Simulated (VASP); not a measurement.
# ZnSe (F-43m) in VASP: single point with PBE-based screened hybrid with 35 % exact exchange

Aim: the single point of ZnSe with PBE-based screened hybrid with 35 % exact exchange.

All numbers are computed with VASP 6.6.1; they aren't measurements. Logs are shortened: lines on timing, memory, paths and dates and some standing lists are left out, and cuts for length are marked.

## 1. The cell of the first run

The structure is cubic, space group F-43m (No. 216). The conventional cell has a = 5.665 Å, b = 5.665 Å, c = 5.665 Å, α = 90.00°, β = 90.00°, γ = 90.00°. Zn (site symmetry -43m) has 4 Se at 2.45 Å within 3.2 Å. Se (site symmetry -43m) has 4 Zn at 2.45 Å within 3.2 Å.

## 2. Single point, PBE-based screened hybrid with 35 % exact exchange

The input, POSCAR:

```
ZnSe
1.0
    0.0000000000      2.8324246769      2.8324246769
    2.8324246769      0.0000000000      2.8324246769
    2.8324246769      2.8324246769      0.0000000000
Zn Se
1 1
Direct
    0.0000000000      0.0000000000      0.0000000000
    0.2500000000      0.2500000000      0.2500000000
```

The input, INCAR.step1:

```
SYSTEM = ZnSe
PREC = Accurate
ENCUT = 450
EDIFF = 1E-5
ISMEAR = 0
SIGMA = 0.01
LREAL = .False.
LASPH = .True.
NELM = 120
ALGO = Normal
ISIF = 2
LWAVE = .True.
LCHARG = .False.
NBANDS = 16
GGA = PE
GGA_COMPAT = .False.
KPAR = 8
```

The input, INCAR.step2:

```
SYSTEM = ZnSe
PREC = Accurate
ENCUT = 450
EDIFF = 1E-6
ISMEAR = 0
SIGMA = 0.01
LREAL = .False.
LASPH = .True.
NELM = 120
ALGO = Normal
ISIF = 2
LWAVE = .False.
LCHARG = .False.
GGA = PE
LHFCALC = .True.
AEXX = 0.35
HFSCREEN = 0.1
PRECFOCK = Normal
NBANDS = 16
ISTART = 1
GGA_COMPAT = .False.
KPAR = 8
```

The input, KPOINTS:

```
Automatic mesh
0
Gamma
  4 4 4
  0 0 0
```

Potentials or basis: VASP PAW PBE potentials, release 64 (Zn, Se).

Started as:

```
$ cat potpaw_PBE.64/Zn/POTCAR potpaw_PBE.64/Se/POTCAR > POTCAR
$ cp INCAR.step1 INCAR
$ mpirun -np 8 vasp_std > vasp.out
$ cp INCAR.step2 INCAR
$ mpirun -np 8 vasp_std > vasp.out
```

OUTCAR:

```text
SYSTEM = ZnSe
   PREC = Accurate
   ENCUT = 450
   EDIFF = 1E-6
   ISMEAR = 0
   LREAL = .False.
   LASPH = .True.
   NELM = 120
   ISIF = 2
   GGA = PE
   LHFCALC = .True.
   AEXX = 0.35
   HFSCREEN = 0.1
   PRECFOCK = Normal
   ISTART = 1

 ion  position               nearest neighbor table
   1  0.000  0.000  0.000-   2 2.45   2 2.45   2 2.45   2 2.45
   2  0.250  0.250  0.250-   1 2.45   1 2.45   1 2.45   1 2.45

  LATTYP: Found a face centered cubic cell.
 ALAT       =     5.6648493538

  Lattice vectors:

 A1 = (   0.0000000000,   2.8324246769,   2.8324246769)
 A2 = (   2.8324246769,   0.0000000000,   2.8324246769)
 A3 = (   2.8324246769,   2.8324246769,   0.0000000000)

Analysis of symmetry for initial positions (statically):
=====================================================================
 Subroutine PRICEL returns:
 Original cell was already a primitive cell.

 Routine SETGRP: Setting up the symmetry group for a
 face centered cubic supercell.

 Subroutine GETGRP returns: Found 24 space group operations
 (whereof 24 operations were pure point group operations)
 out of a pool of 48 trial point group operations.

The static configuration has the point symmetry T_d .

Analysis of symmetry for dynamics (positions and initial velocities):
=====================================================================
 Subroutine PRICEL returns:
 Original cell was already a primitive cell.

 Routine SETGRP: Setting up the symmetry group for a
 face centered cubic supercell.

 Subroutine GETGRP returns: Found 24 space group operations
 (whereof 24 operations were pure point group operations)
 out of a pool of 48 trial point group operations.

The dynamic configuration has the point symmetry T_d .

 Subroutine INISYM returns: Found 24 space group operations
 (whereof 24 operations are pure point group operations),
 and found     1 'primitive' translations

----------------------------------------------------------------------------------------

                                     Primitive cell

  volume of cell :      45.4470

  direct lattice vectors                    reciprocal lattice vectors
     0.000000000  2.832424677  2.832424677    -0.176527201  0.176527201  0.176527201
     2.832424677  0.000000000  2.832424677     0.176527201 -0.176527201  0.176527201
     2.832424677  2.832424677  0.000000000     0.176527201  0.176527201 -0.176527201

  length of vectors
     4.005653392  4.005653392  4.005653392     0.305754081  0.305754081  0.305754081

  position of ions in fractional coordinates (direct lattice)
     0.000000000  0.000000000  0.000000000
     0.250000000  0.250000000  0.250000000

  ion indices of the primitive-cell ions
   primitive index   ion index
                 1           1
                 2           2

----------------------------------------------------------------------------------------

 KPOINTS: Automatic mesh

Automatic generation of k-mesh.
 Grid dimensions read from file:
 generate k-points for:    4    4    4

 Generating k-lattice:

  Cartesian coordinates                     Fractional coordinates (reciprocal lattice)
    -0.044131800  0.044131800  0.044131800     0.250000000  0.000000000  0.000000000
     0.044131800 -0.044131800  0.044131800     0.000000000  0.250000000  0.000000000
     0.044131800  0.044131800 -0.044131800     0.000000000  0.000000000  0.250000000

  Length of vectors
     0.076438520  0.076438520  0.076438520

  Shift w.r.t. Gamma in fractional coordinates (k-lattice)
     0.000000000  0.000000000  0.000000000

 Subroutine IBZKPT returns following result:
 ===========================================

 Found      8 irreducible k-points:

 Following reciprocal coordinates:
            Coordinates               Weight
  0.000000  0.000000  0.000000      1.000000
  0.250000  0.000000  0.000000      8.000000
  0.500000  0.000000  0.000000      4.000000
  0.250000  0.250000  0.000000      6.000000
  0.500000  0.250000  0.000000     24.000000
 -0.250000  0.250000  0.000000     12.000000
  0.500000  0.500000  0.000000      3.000000
 -0.250000  0.500000  0.250000      6.000000
   k-points           NKPTS =      8   k-points in BZ     NKDIM =     64   number of bands    NBANDS=     16
   number of dos      NEDOS =    301   number of ions     NIONS =      2
   total plane-waves  NPLWV =  21952
   dimension x,y,z NGX =    28 NGY =   28 NGZ =   28
   dimension x,y,z NGXF=    56 NGYF=   56 NGZF=   56
   ions per type =               1   1
   NGX,Y,Z   is equivalent  to a cutoff of  11.62, 11.62, 11.62 a.u.
   NGXF,Y,Z  is equivalent  to a cutoff of  23.24, 23.24, 23.24 a.u.
 SYSTEM =  ZnSe
   PREC   = accura    normal or accurate (medium, high low for compatibility)
   ISTART =      1    job   : 0-new  1-cont  2-samecut
   ICHARG =      0    charge: 1-file 2-atom 10-const
   ISPIN  =      1    spin polarized calculation?
   LNONCOLLINEAR =      F non collinear calculations
   LSORBIT =      F    spin-orbit coupling
   LASPH  =      T    aspherical Exc in radial PAW
   ENCUT  =  450.0 eV  33.07 Ry    5.75 a.u.   6.93  6.93  6.93*2*pi/ulx,y,z
   NELM   =    120;   NELMIN=  2; NELMDL=  0     # of ELM steps
   EDIFF  = 0.1E-05   stopping-criterion for ELM
   LREAL  =      F    real-space projection
   EDIFFG = 0.1E-04   stopping-criterion for IOM
   NSW    =      0    number of steps for IOM
   IBRION =     -1    ionic relax: 0-MD 1-quasi-New 2-CG
   NFREE  =      0    steps in history (QN), initial steepest desc. (CG)
   ISIF   =      2    stress and relaxation
   ISYM   =      3    0-nonsym 1-usesym 2-fastsym
   POTIM  = 0.5000    time-step for ionic-motion
   TEBEG  =    0.0;   TEEND  =   0.0 temperature during run
   PSTRESS=    0.0 pullay stress
   NELECT =      18.0000    total number of electrons
   NUPDOWN=      -1.0000    fix difference up-down
   EMIN   =  10.00;   EMAX   =-10.00  energy-range for DOS
   EFERMI =   0.00;   METHOD = LEGACY
   ISMEAR =     0;   SIGMA  =   0.01  broadening in eV -4-tet -1-fermi 0-gaus
   EFERMI_NEDOS =   21; number of points for ismear=-14 and -15
   IALGO  =     38    algorithm
   IMIX   =      1    mixing-type and parameters
     AMIX     =   0.40;   BMIX     =  1.00
     AMIX_MAG =   1.60;   BMIX_MAG =  1.00
  volume/ion in A,a.u.               =      22.72       153.35
  Fermi-wavevector in a.u.,A,eV,Ry     =   1.202257  2.271936 19.666157  1.445422
  Thomas-Fermi vector in A             =   2.338043
   LORBIT       =      0    0 simple, 1 ext, 2 COOP (PROOUT), +10 PAW based schemes
   GGA     = PE    functional components
   LHFCALC =     T    Hartree Fock is set to
   PRECFOCK=normal    Normal, Fast or Accurate (Low or Medium for compatibility)
   ENCUT4O =  -1.0   cutoff for four orbital integrals eV
   NKREDX  =     1    reduce k-point grid by
   NKREDY  =     1    reduce k-point grid by
   NKREDZ  =     1    reduce k-point grid by
   AEXX    =    0.3500 exact exchange contribution
   HFSCREEN=    0.1000 screening length (either q_TF or 0.3 A-1)
   HFSCREENC=   0.1000 screening length for correlation (either q_TF or 0.3 A-1)
   ENCUTFOCK=  -1.0 apply spherical cutoff to Coloumb kernel
   IVDW    =     0    specifies the selected vdW correction
   LEPSILON=     F    determine dielectric tensor
   LRPA    =     F    only Hartree local field effects (RPA)
 non-spin polarized calculation
 Gauss-broadening in eV      SIGMA  =   0.01
  energy-cutoff  :      450.00
  volume of cell :       45.45
 maximum number of plane-waves:       992
  NGX = 24; NGY = 24; NGZ = 24

 number of electron      18.0000014 magnetization

 Free energy of the ion-electron system (eV)
  ---------------------------------------------------
  ext. energy  EPLUGINS =         0.00000000
  ---------------------------------------------------
  free energy    TOTEN  =        -8.42348170 eV

  energy without entropy =       -8.42348170  energy(sigma->0) =       -8.42348170

 E-fermi :   0.5624     XC(G=0):  -6.8399

 val. band max:        0.4441793574   @ k =   0.0000   0.0000   0.0000
 cond. band min:       3.8392798083   @ k =   0.0000   0.0000   0.0000
 fundamental gap:      3.3951004509
 Fermi energy:         0.5624102300

 k-point     1 :       0.0000    0.0000    0.0000
  band No.  band energies     occupation
      1     -14.4170      2.00000
      2      -8.4628      2.00000
      3      -8.4628      2.00000
      4      -8.4627      2.00000
      5      -8.1425      2.00000
      6      -8.1425      2.00000
[... 8 lines left out ...]
     15      14.1733      0.00000
     16      14.1733      0.00000

 k-point     2 :       0.2500    0.0000    0.0000
  band No.  band energies     occupation
      1     -14.0058      2.00000
      2      -8.4181      2.00000
      3      -8.4181      2.00000
      4      -8.3390      2.00000
      5      -8.1433      2.00000
      6      -8.1433      2.00000
[... 8 lines left out ...]
     15      13.0633      0.00000
     16      13.3660      0.00000

 k-point     3 :       0.5000    0.0000    0.0000
  band No.  band energies     occupation
      1     -13.5272      2.00000
      2      -8.3846      2.00000
      3      -8.3845      2.00000
      4      -8.1307      2.00000
      5      -8.1306      2.00000
      6      -7.9447      2.00000
[... 8 lines left out ...]
     15      16.0641      0.00000
     16      16.0641      0.00000

 k-point     4 :       0.2500    0.2500    0.0000
  band No.  band energies     occupation
      1     -13.8683      2.00000
      2      -8.3859      2.00000
      3      -8.3664      2.00000
      4      -8.3664      2.00000
      5      -8.1578      2.00000
      6      -8.1227      2.00000
[... 8 lines left out ...]
     15      15.1118      0.00000
     16      16.8732      0.00000

 k-point     5 :       0.5000    0.2500    0.0000
  band No.  band energies     occupation
      1     -13.3887      2.00000
      2      -8.3557      2.00000
      3      -8.3169      2.00000
      4      -8.2105      2.00000
      5      -8.1219      2.00000
      6      -7.9271      2.00000
[... 8 lines left out ...]
     15      16.2304      0.00000
     16      17.0690      0.00000

 k-point     6 :      -0.2500    0.2500    0.0000
  band No.  band energies     occupation
      1     -13.5489      2.00000
      2      -8.3665      2.00000
      3      -8.3611      2.00000
      4      -8.1760      2.00000
      5      -8.1542      2.00000
      6      -8.0370      2.00000
[... 8 lines left out ...]
     15      15.0043      0.00000
     16      17.1068      0.00000

 k-point     7 :       0.5000    0.5000    0.0000
  band No.  band energies     occupation
      1     -13.2305      2.00000
      2      -8.3275      2.00000
      3      -8.2522      2.00000
      4      -8.2522      2.00000
      5      -8.1028      2.00000
      6      -7.8882      2.00000
[... 8 lines left out ...]
     15      16.8486      0.00000
     16      17.3470      0.00000

 k-point     8 :      -0.2500    0.5000    0.2500
  band No.  band energies     occupation
      1     -13.2270      2.00000
      2      -8.3230      2.00000
      3      -8.3008      2.00000
      4      -8.1804      2.00000
      5      -8.1496      2.00000
      6      -7.7805      2.00000
[... 8 lines left out ...]
     15      16.8750      0.00000
     16      16.9749      0.00000

------------------------ aborting loop because EDIFF is reached ----------------------------------------

  FORCE on cell =-STRESS in cart. coord.  units (eV):
  Direction    XX          YY          ZZ          XY          YZ          ZX
  --------------------------------------------------------------------------------------
  -------------------------------------------------------------------------------------
  Total        0.1972197      0.1972197      0.1972197     -0.0000000     -0.0000000     -0.0000000
  in kB        6.9527352      6.9527352      6.9527352     -0.0000000     -0.0000000     -0.0000000
  external PRESSURE =       6.9527352 kB  Pullay stress =       0.0000000 kB

 VOLUME and BASIS-vectors are now :
 -----------------------------------------------------------------------------
  energy-cutoff  :      450.00
  volume of cell :       45.45
      direct lattice vectors                 reciprocal lattice vectors
     0.000000000  2.832424677  2.832424677    -0.176527201  0.176527201  0.176527201
     2.832424677  0.000000000  2.832424677     0.176527201 -0.176527201  0.176527201
     2.832424677  2.832424677  0.000000000     0.176527201  0.176527201 -0.176527201

 POSITION                                       TOTAL-FORCE (eV/Angst)
 -----------------------------------------------------------------------------------
      0.00000      0.00000      0.00000         0.000000      0.000000      0.000000
      1.41621      1.41621      1.41621        -0.000000     -0.000000     -0.000000
 -----------------------------------------------------------------------------------
    total drift:                                0.000185      0.000166      0.000104

  FREE ENERGIE OF THE ION-ELECTRON SYSTEM (eV)
  ---------------------------------------------------
  free  energy   TOTEN  =        -8.4234817021 eV

  energy  without entropy=       -8.4234817021  energy(sigma->0) =       -8.42348170
```

Run time: 41 s. Hardware: 8 MPI ranks of Intel Xeon 6975P-C (Granite Rapids), shared host; peak memory 0.25 GiB.

Results:

```
Free energy            : -8.4235 eV
Pressure               : 0.7 GPa
Band gap on the k mesh : 3.40 eV
```

Levels at points of the mesh, in eV from the valence-band top:
| k point | band 6 | band 7 | band 8 | band 9 | band 10 | band 11 | band 12 | band 13 |
| --- | --- | --- | --- | --- | --- | --- | --- | --- |
| (0.00, 0.00, 0.00) | -8.59 | 0.00 | 0.00 | 0.00 | 3.40 | 7.92 | 7.92 | 7.92 |
| (0.50, 0.00, 0.00) | -8.39 | -5.71 | -0.94 | -0.94 | 4.62 | 8.46 | 8.46 | 10.72 |
| (0.50, 0.50, 0.00) | -8.33 | -5.30 | -2.38 | -2.38 | 4.70 | 5.43 | 13.31 | 14.00 |

Caveat: the k points lie up to 0.48 Å⁻¹ apart; the PAW data sets were made with another functional, which shifts forces and pressure a little.
